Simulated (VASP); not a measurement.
Runs of VASP 6.6.1 on Hf2S. The structure is that of space group P6_3/mmc (No. 194), or close to it. The cells are those of the table. 

```tsv
cell	gap on the mesh (eV)	pressure (GPa)	largest force (eV/Å)
a = 3.347, b = 3.347, c = 12.014 Å, angles 90.0, 90.0, 120.0°, 6 atoms	none	(a)	0.08
a = 3.296, b = 3.296, c = 11.664 Å, angles 90.0, 90.0, 120.0°, 6 atoms	none	3.9	0.08
a = 3.347, b = 3.347, c = 11.314 Å, angles 90.0, 90.0, 120.0°, 6 atoms	none	(b)	0.05
a = 3.347, b = 3.347, c = 11.489 Å, angles 90.0, 90.0, 120.0°, 6 atoms	none	2.1	0.02
a = 3.447, b = 3.447, c = 12.014 Å, angles 90.0, 90.0, 120.0°, 6 atoms	none	-11.1	0.02
a = 3.447, b = 3.447, c = 11.664 Å, angles 90.0, 90.0, 120.0°, 6 atoms	none	-7.5	0.07
```

Alike in all rows: task single point; level PBEsol; potentials or basis VASP PAW PBE potentials, release 64 (Hf_pv, S); no spin polarisation; k mesh 18 × 18 × 4; cutoff (eV) 520; smearing gaussian 0.15 eV.

Question: Fill in the values left out.

Answer: (a) -4.9; (b) 5.0.

Caveats: the PAW data sets were made with another functional, which shifts forces and pressure a little; spin-orbit coupling is left out, which moves the levels of the heavy elements; the cell stands under tension (at least some runs); the stress differs along the axes, from -8 to -3 GPa (at least some runs); the cell stands under pressure (at least some runs); the stress differs along the axes, from 3 to 9 GPa (at least some runs).

A k mesh can miss the band edges, and the runs leave out spin-orbit coupling on Hf.

A gap of «none» marks levels without a gap at the run's occupations.
